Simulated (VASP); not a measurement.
# Ga5As3P2 in VASP: further runs

Runs on Ga5As3P2. Level: PBE. Tasks: single point.

Everything below comes from runs of VASP 6.6.1. Logs are shortened: lines on timing, memory, paths and dates and some standing lists are left out, and cuts for length are marked.

### Step 1. The cell of the first run

It takes space group I-4m2 (No. 119, tetragonal). The conventional cell has a = 3.991 Å, b = 3.991 Å, c = 28.274 Å, α = 90.00°, β = 90.00°, γ = 90.00°. Ga (site symmetry 2mm) has 2 P at 2.41 Å and 2 As at 2.47 Å within 3.2 Å. Ga (site symmetry -4m2) has 4 As at 2.47 Å within 3.3 Å. Ga (site symmetry 2mm) has 2 P at 2.41 Å and 2 As at 2.47 Å within 3.2 Å. Within 3.2 Å of P (site symmetry 2mm) lie 4 Ga at 2.41 Å. As (site symmetry 2mm) has 4 Ga at 2.47 Å within 3.3 Å. Within 3.3 Å of As (site symmetry -4m2) lie 4 Ga at 2.47 Å.

### Step 2. Single point, PBE

Contents of INCAR:

```
  ALGO = Normal
  EDIFF = 1E-6
  ENCUT = 520
  GGA = PE
  ISIF = 2
  ISMEAR = 0
  LASPH = T
  LCHARG = F
  LREAL = F
  LWAVE = F
  NBANDS = 56
  NELM = 60
  PREC = Accurate
  SIGMA = 0.1
```

Contents of KPOINTS:

```
k-points
0
Gamma
  4 4 4
```

Contents of POSCAR:

```
Ga5As3P2
1.0
    0.0000000000     -3.9912610882      0.0000000000
    3.9912610882      0.0000000000      0.0000000000
   -1.9956305441      1.9956305441     14.1369799429
Ga P As
5 2 3
Direct
    0.8970419302      0.8970419302      0.7940838605
    0.5000000000      0.5000000000      0.0000000000
    0.1029580698      0.1029580698      0.2059161395
    0.6985892662      0.6985892662      0.3971785324
    0.3014107338      0.3014107338      0.6028214676
    0.6507695311      0.1507695311      0.3015390622
    0.8492304689      0.3492304689      0.6984609378
    0.4485456991      0.9485456991      0.8970913982
    0.0514543009      0.5514543009      0.1029086018
    0.2500000000      0.7500000000      0.5000000000
```

Potentials or basis: VASP PAW PBE potentials, release 64 (Ga_d, P, As).

The run is started by

```bash
$ cat potpaw_PBE.64/Ga_d/POTCAR potpaw_PBE.64/P/POTCAR potpaw_PBE.64/As/POTCAR > POTCAR
$ mpirun -np 1 vasp_std > vasp.out
```

OUTCAR:

```text
EDIFF = 1E-6
   ENCUT = 520
   GGA = PE
   ISIF = 2
   ISMEAR = 0
   LASPH = T
   LREAL = F
   NELM = 60
   PREC = Accurate

 ion  position               nearest neighbor table
   1  0.897  0.897  0.794-   7 2.41   7 2.41   8 2.47   8 2.47
   2  0.500  0.500  0.000-   9 2.47   8 2.47   9 2.47   8 2.47
   3  0.103  0.103  0.206-   6 2.41   6 2.41   9 2.47   9 2.47
   4  0.699  0.699  0.397-   6 2.41   6 2.41  10 2.47  10 2.47
   5  0.301  0.301  0.603-   7 2.41   7 2.41  10 2.47  10 2.47
   6  0.651  0.151  0.302-   3 2.41   3 2.41   4 2.41   4 2.41
   7  0.849  0.349  0.698-   1 2.41   1 2.41   5 2.41   5 2.41
   8  0.449  0.949  0.897-   2 2.47   2 2.47   1 2.47   1 2.47
   9  0.051  0.551  0.103-   2 2.47   2 2.47   3 2.47   3 2.47
  10  0.250  0.750  0.500-   5 2.47   4 2.47   5 2.47   4 2.47

  LATTYP: Found a body centered tetragonal cell.
 ALAT       =     3.9912610882
 C/A-ratio  =     7.0839665111

  Lattice vectors:

 A1 = (  -1.9956305441,  -1.9956305441, -14.1369799429)
 A2 = (   1.9956305441,   1.9956305441, -14.1369799429)
 A3 = (   1.9956305441,  -1.9956305441,  14.1369799429)

Analysis of symmetry for initial positions (statically):
=====================================================================
 Subroutine PRICEL returns:
 Original cell was already a primitive cell.

 Routine SETGRP: Setting up the symmetry group for a
 body centered tetragonal supercell.

 Subroutine GETGRP returns: Found  8 space group operations
 (whereof  8 operations were pure point group operations)
 out of a pool of 16 trial point group operations.

The static configuration has the point symmetry D_2d.

Analysis of symmetry for dynamics (positions and initial velocities):
=====================================================================
 Subroutine PRICEL returns:
 Original cell was already a primitive cell.

 Routine SETGRP: Setting up the symmetry group for a
 body centered tetragonal supercell.

 Subroutine GETGRP returns: Found  8 space group operations
 (whereof  8 operations were pure point group operations)
 out of a pool of 16 trial point group operations.

The dynamic configuration has the point symmetry D_2d.

 Subroutine INISYM returns: Found  8 space group operations
 (whereof  8 operations are pure point group operations),
 and found     1 'primitive' translations

----------------------------------------------------------------------------------------

                                     Primitive cell

  volume of cell :     225.2044

  direct lattice vectors                    reciprocal lattice vectors
     0.000000000 -3.991261088  0.000000000     0.000000000 -0.250547378  0.035368233
     3.991261088  0.000000000  0.000000000     0.250547378  0.000000000  0.035368233
    -1.995630544  1.995630544 14.136979943     0.000000000  0.000000000  0.070736466

  length of vectors
     3.991261088  3.991261088 14.415938556     0.253031422  0.253031422  0.070736466

  position of ions in fractional coordinates (direct lattice)
     0.897041930  0.897041930  0.794083861
     0.500000000  0.500000000  0.000000000
     0.102958070  0.102958070  0.205916139
     0.698589266  0.698589266  0.397178532
     0.301410734  0.301410734  0.602821468
     0.650769531  0.150769531  0.301539062
     0.849230469  0.349230469  0.698460938
     0.448545699  0.948545699  0.897091398
     0.051454301  0.551454301  0.102908602
     0.250000000  0.750000000  0.500000000

  ion indices of the primitive-cell ions
   primitive index   ion index
                 1           1
                 2           2
                 3           3
                 4           4
                 5           5
                 6           6
                 7           7
                 8           8
                 9           9
                10          10

----------------------------------------------------------------------------------------

 KPOINTS: k-points

Automatic generation of k-mesh.
 Grid dimensions read from file:
 generate k-points for:    4    4    4

 Generating k-lattice:

  Cartesian coordinates                     Fractional coordinates (reciprocal lattice)
     0.000000000 -0.062636844  0.008842058     0.250000000  0.000000000 -0.000000000
     0.062636844  0.000000000  0.008842058     0.000000000  0.250000000 -0.000000000
     0.000000000  0.000000000  0.017684116     0.000000000  0.000000000  0.250000000

  Length of vectors
     0.063257855  0.063257855  0.017684116

  Shift w.r.t. Gamma in fractional coordinates (k-lattice)
     0.000000000  0.000000000  0.000000000

 Subroutine IBZKPT returns following result:
 ===========================================

 Found     13 irreducible k-points:

 Following reciprocal coordinates:
            Coordinates               Weight
  0.000000  0.000000  0.000000      1.000000
  0.250000  0.000000  0.000000      8.000000
  0.500000  0.000000  0.000000      4.000000
  0.250000  0.250000  0.000000      8.000000
  0.500000  0.250000  0.000000     16.000000
 -0.250000  0.250000  0.000000      4.000000
  0.500000  0.500000  0.000000      2.000000
  0.000000  0.000000  0.250000      2.000000
  0.250000  0.000000  0.250000      8.000000
  0.500000  0.000000  0.250000      4.000000
  0.250000  0.250000  0.250000      4.000000
  0.500000  0.500000  0.250000      2.000000
  0.000000  0.000000  0.500000      1.000000
   k-points           NKPTS =     13   k-points in BZ     NKDIM =     13   number of bands    NBANDS=     56
   number of dos      NEDOS =    301   number of ions     NIONS =     10
   total plane-waves  NPLWV =  97200
   dimension x,y,z NGX =    30 NGY =   30 NGZ =  108
   dimension x,y,z NGXF=    60 NGYF=   60 NGZF=  216
   ions per type =               5   2   3
   NGX,Y,Z   is equivalent  to a cutoff of  12.50, 12.50, 12.45 a.u.
   NGXF,Y,Z  is equivalent  to a cutoff of  24.99, 24.99, 24.91 a.u.
 SYSTEM =  unknown system
   PREC   = accura    normal or accurate (medium, high low for compatibility)
   ISTART =      0    job   : 0-new  1-cont  2-samecut
   ICHARG =      2    charge: 1-file 2-atom 10-const
   ISPIN  =      1    spin polarized calculation?
   LNONCOLLINEAR =      F non collinear calculations
   LSORBIT =      F    spin-orbit coupling
   LASPH  =      T    aspherical Exc in radial PAW
   ENCUT  =  520.0 eV  38.22 Ry    6.18 a.u.   7.42  7.42 26.80*2*pi/ulx,y,z
   NELM   =     60;   NELMIN=  2; NELMDL= -5     # of ELM steps
   EDIFF  = 0.1E-05   stopping-criterion for ELM
   LREAL  =      F    real-space projection
   EDIFFG = 0.1E-04   stopping-criterion for IOM
   NSW    =      0    number of steps for IOM
   IBRION =     -1    ionic relax: 0-MD 1-quasi-New 2-CG
   NFREE  =      0    steps in history (QN), initial steepest desc. (CG)
   ISIF   =      2    stress and relaxation
   ISYM   =      2    0-nonsym 1-usesym 2-fastsym
   POTIM  = 0.5000    time-step for ionic-motion
   TEBEG  =    0.0;   TEEND  =   0.0 temperature during run
   PSTRESS=    0.0 pullay stress
   NELECT =      90.0000    total number of electrons
   NUPDOWN=      -1.0000    fix difference up-down
   EMIN   =  10.00;   EMAX   =-10.00  energy-range for DOS
   EFERMI =   0.00;   METHOD = LEGACY
   ISMEAR =     0;   SIGMA  =   0.10  broadening in eV -4-tet -1-fermi 0-gaus
   EFERMI_NEDOS =   21; number of points for ismear=-14 and -15
   IALGO  =     38    algorithm
   IMIX   =      4    mixing-type and parameters
     AMIX     =   0.40;   BMIX     =  1.00
     AMIX_MAG =   1.60;   BMIX_MAG =  1.00
  volume/ion in A,a.u.               =      22.52       151.98
  Fermi-wavevector in a.u.,A,eV,Ry     =   1.205859  2.278744 19.784191  1.454097
  Thomas-Fermi vector in A             =   2.341544
   LORBIT       =      0    0 simple, 1 ext, 2 COOP (PROOUT), +10 PAW based schemes
   GGA     = PE    functional components
   LHFCALC =     F    Hartree Fock is set to
   AEXX    =    0.0000 exact exchange contribution
   IVDW    =     0    specifies the selected vdW correction
   LEPSILON=     F    determine dielectric tensor
   LRPA    =     F    only Hartree local field effects (RPA)
 non-spin polarized calculation
 Gauss-broadening in eV      SIGMA  =   0.10
  energy-cutoff  :      520.00
  volume of cell :      225.20
 maximum number of plane-waves:      6140
 NGX is ok and might be reduce to    30
   NGX = 15   NGY = 15   NGZ = 53

 number of electron      89.9999951 magnetization

 Free energy of the ion-electron system (eV)
  ---------------------------------------------------
  ext. energy  EPLUGINS =         0.00000000
  ---------------------------------------------------
  free energy    TOTEN  =       -42.73734179 eV

  energy without entropy =      -42.73734174  energy(sigma->0) =      -42.73734176

 E-fermi :   4.2112     XC(G=0):  -9.4971

 val. band max:        3.8754823139   @ k =   0.0000   0.0000   0.0000
 cond. band min:       4.5366886993   @ k =   0.0000   0.0000   0.0000
 fundamental gap:      0.6612063854
 Fermi energy:         4.2111565539

 k-point     1 :       0.0000    0.0000    0.0000
  band No.  band energies     occupation
      1     -10.9202      2.00000
      2     -10.9084      2.00000
      3     -10.8659      2.00000
      4     -10.8564      2.00000
      5     -10.8328      2.00000
      6     -10.8328      2.00000
[... 48 lines left out ...]
     55       7.6157      0.00000
     56       7.6395      0.00000

 k-point     2 :       0.2500    0.0000    0.0000
  band No.  band energies     occupation
      1     -10.9117      2.00000
      2     -10.9002      2.00000
      3     -10.8793      2.00000
      4     -10.8682      2.00000
      5     -10.8536      2.00000
      6     -10.8264      2.00000
[... 48 lines left out ...]
     55       8.3705      0.00000
     56       8.6400      0.00000
[... 588 lines left out ...]
     55       8.5258      0.00000
     56       9.3829      0.00000

 k-point    13 :       0.0000    0.0000    0.5000
  band No.  band energies     occupation
      1     -10.9232      2.00000
      2     -10.8986      2.00000
      3     -10.8832      2.00000
      4     -10.8410      2.00000
      5     -10.8318      2.00000
      6     -10.8318      2.00000
[... 48 lines left out ...]
     55       7.3207      0.00000
     56       8.2251      0.00000

------------------------ aborting loop because EDIFF is reached ----------------------------------------

  FORCE on cell =-STRESS in cart. coord.  units (eV):
  Direction    XX          YY          ZZ          XY          YZ          ZX
  --------------------------------------------------------------------------------------
  -------------------------------------------------------------------------------------
  Total        0.8708201      0.8708201     -0.7262671      0.0000000     -0.0000000      0.0000000
  in kB        6.1952970      6.1952970     -5.1668998      0.0000000     -0.0000000      0.0000000
  external PRESSURE =       2.4078981 kB  Pullay stress =       0.0000000 kB

 VOLUME and BASIS-vectors are now :
 -----------------------------------------------------------------------------
  energy-cutoff  :      520.00
  volume of cell :      225.20
      direct lattice vectors                 reciprocal lattice vectors
     0.000000000 -3.991261088  0.000000000     0.000000000 -0.250547378  0.035368233
     3.991261088  0.000000000  0.000000000     0.250547378  0.000000000  0.035368233
    -1.995630544  1.995630544 14.136979943     0.000000000  0.000000000  0.070736466

 POSITION                                       TOTAL-FORCE (eV/Angst)
 -----------------------------------------------------------------------------------
      1.99563     -1.99563     11.22595         0.000000     -0.000000     -0.007769
      1.99563     -1.99563      0.00000         0.000000      0.000000     -0.000000
      0.00000     -0.00000      2.91103        -0.000000      0.000000      0.007769
      1.99563     -1.99563      5.61490        -0.000000      0.000000     -0.012338
     -0.00000      0.00000      8.52207         0.000000     -0.000000      0.012338
      0.00000     -1.99563      4.26285         0.000000      0.000000      0.000937
     -0.00000     -1.99563      9.87413         0.000000      0.000000     -0.000937
      1.99563     -0.00000     12.68216        -0.000000      0.000000     -0.004123
      1.99563      0.00000      1.45482         0.000000     -0.000000      0.004123
      1.99563      0.00000      7.06849         0.000000      0.000000     -0.000000
 -----------------------------------------------------------------------------------
    total drift:                               -0.000008     -0.000008      0.000000

  FREE ENERGIE OF THE ION-ELECTRON SYSTEM (eV)
  ---------------------------------------------------
  free  energy   TOTEN  =       -42.7373417860 eV

  energy  without entropy=      -42.7373417413  energy(sigma->0) =      -42.73734176
```

Wall time 1.7 min (1 thread of Intel Xeon 6975P-C (Granite Rapids), shared host); peak memory 0.36 GiB.

What came out:

* Free energy: -42.7373 eV
* Pressure: 0.2 GPa
* Largest force: 0.012 eV/Å
* Band gap on the k mesh: 0.66 eV, direct

Forces in eV/Å, atoms in the order of the input:
```
Ga   0.000  0.000 -0.008
Ga   0.000  0.000  0.000
Ga   0.000  0.000  0.008
Ga   0.000  0.000 -0.012
Ga   0.000  0.000  0.012
P    0.000  0.000  0.001
P    0.000  0.000 -0.001
As   0.000  0.000 -0.004
As   0.000  0.000  0.004
As   0.000  0.000  0.000
```

Stress tensor (GPa, compression positive):
```
 0.62  0.00  0.00
 0.00  0.62  0.00
 0.00  0.00 -0.52
```

Levels at points of the mesh, in eV from the valence-band top:
```tsv
k point	band 43	band 44	band 45	band 46	band 47	band 48
(0.00, 0.00, 0.00)	-0.06	0.00	0.00	0.66	1.46	1.49
(0.50, 0.00, 0.00)	-0.95	-0.90	-0.87	1.09	1.85	1.88
(0.50, 0.50, 0.00)	-2.82	-2.58	-2.55	1.51	1.70	2.26
(0.00, 0.00, 0.50)	-0.48	-0.36	-0.36	1.54	1.58	1.64
```

A k mesh can miss the band edges.

(Continued in part 2 of 2.)
